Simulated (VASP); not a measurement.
Input of a VASP 6.6.1 run:

INCAR

```
  ALGO = Fast
  EDIFF = 1E-6
  ENCUT = 520
  GGA = PE
  ISIF = 2
  ISMEAR = 0
  IVDW = 12
  LASPH = True
  LCHARG = False
  LREAL = False
  LWAVE = False
  NBANDS = 9
  NELM = 60
  PREC = Accurate
  SIGMA = 0.15
```

File KPOINTS:

```
k-points
0
Gamma
  24 24 12
```

File POSCAR:

```
Be
1.0
    2.2141966284      0.0000000000      0.0000000000
   -1.1070983142      1.9175505292      0.0000000000
    0.0000000000      0.0000000000      3.5001053904
Be
2
Direct
    0.2705566141      0.6666666667      0.2500000000
    0.7294433859      0.3333333333      0.7500000000
```

Potentials or basis: VASP PAW PBE potentials, release 64 (Be).

The run is started by

```console
$ cat potpaw_PBE.64/Be/POTCAR > POTCAR
$ mpirun -np 1 vasp_std > vasp.out
```

Problem. Predict the largest force.

Solution. 1.067 eV/Å.

Problem. What does it give for the band gap on the k mesh?

Solution. Zero (bands 2 and 3 overlap by 2.11 eV).

Stress tensor (GPa, compression positive):
```
-1.37  7.88  0.00
 7.88  0.95  0.00
 0.00  0.00  5.82
```

Caveat: the cell differs from its parent crystal (atoms displaced along a vibrational mode); the stress differs along the axes, from -1 to 6 GPa; forces of over 1 eV/Å act on the atoms, so gaps and moduli don't describe the material at rest.
